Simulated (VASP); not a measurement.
A run of VASP 6.6.1:

The input INCAR:

```
SYSTEM = Ca3Hg
PREC = Accurate
ENCUT = 520
EDIFF = 1E-6
ISMEAR = -1
SIGMA = 0.1
LREAL = .FALSE.
LASPH = .TRUE.
NELM = 80
ALGO = Normal
ISIF = 2
LWAVE = .FALSE.
LCHARG = .FALSE.
NBANDS = 29
```

The input KPOINTS:

```
regular mesh
0
G
  5 5 5
  0 0 0
```

File POSCAR:

```
Ca3Hg
1.0
    5.1451228661      0.0000000000      0.0000000000
    0.0000000000      5.1451228661      0.0000000000
    0.0000000000      0.0000000000      5.1451228661
Ca Hg
3 1
Direct
    0.5000000000      0.0000000000      0.0000000000
    0.0000000000      0.0000000000      0.5000000000
    0.0000000000      0.5000000000      0.0000000000
    0.5000000000      0.5000000000      0.5000000000
```

Potentials or basis: VASP PAW LDA potentials, release 64 (Ca_sv, Hg).

Run with:

```bash
$ cat potpaw_LDA.64/Ca_sv/POTCAR potpaw_LDA.64/Hg/POTCAR > POTCAR
$ mpirun -np 1 vasp_std > vasp.out
```

Hardware: 1 thread of AMD EPYC 7R43 64-Core Processor (Zen 3) (shared host).

Question: Estimate the wall time of this run.

Answer: Wall time 44 s on 1 thread of AMD EPYC 7R43 64-Core Processor (Zen 3), on a shared host, peak memory 0.17 GiB. Counts: scf iterations 12, k points 10.
